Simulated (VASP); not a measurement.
Write the native input for VASP 6.6.1 that does the following.

```
Task                   : single point
Functional             : PBEsol
Potentials or basis    : VASP PAW PBE potentials, release 64 (Mg, O)
Cutoff                 : 520 eV
k mesh                 : 9 × 9 × 6
Occupations            : gaussian, width 0.02 eV
Spin                   : no spin polarisation
Dipole correction      : no
Further INCAR settings : ALGO = Normal; EDIFF = 1e-06; NBANDS = 16
```

The structure of MgO lies in POSCAR:

```
MgO
1.0
    3.3910439850      0.0000000000      0.0000000000
   -1.6955219925      2.9367302363      0.0000000000
    0.0000000000      0.0000000000      5.4072737018
Mg O
2 2
Direct
    0.3333333300      0.6666666700     -0.0480120314
    0.6666666700      0.3333333300      0.4519879686
    0.3333333300      0.6666666700      0.4526120314
    0.6666666700      0.3333333300      0.9526120314
```

This cell differs from its parent crystal: strained.

These files were run (other wordings do the same):

INCAR

```
SYSTEM = MgO
PREC = Accurate
ENCUT = 520
EDIFF = 1E-6
ISMEAR = 0
SIGMA = 0.02
LREAL = .FALSE.
LASPH = .TRUE.
NELM = 60
ALGO = Normal
ISIF = 2
LWAVE = .FALSE.
LCHARG = .FALSE.
GGA = PS
NBANDS = 16
```

KPOINTS

```
regular mesh
0
G
  9 9 6
  0 0 0
```

Potentials or basis: VASP PAW PBE potentials, release 64 (Mg, O).

The run is started by

```console
$ cat potpaw_PBE.64/Mg/POTCAR potpaw_PBE.64/O/POTCAR > POTCAR
$ mpirun -np 1 vasp_std > vasp.out
```

Results of the run:

```json
{
  "Pressure": "-7.4 GPa",
  "Largest force": "0.007 eV/Å",
  "Band gap on the k mesh": "2.26 eV, direct"
}
```

Caveat: the cell differs from its parent crystal (strained); the PAW data sets were made with another functional, which shifts forces and pressure a little.

Wall time 15 s on 1 thread of Intel(R) Xeon(R) 6975P-C (Granite Rapids), with other jobs on the host, peak memory 0.19 GiB.
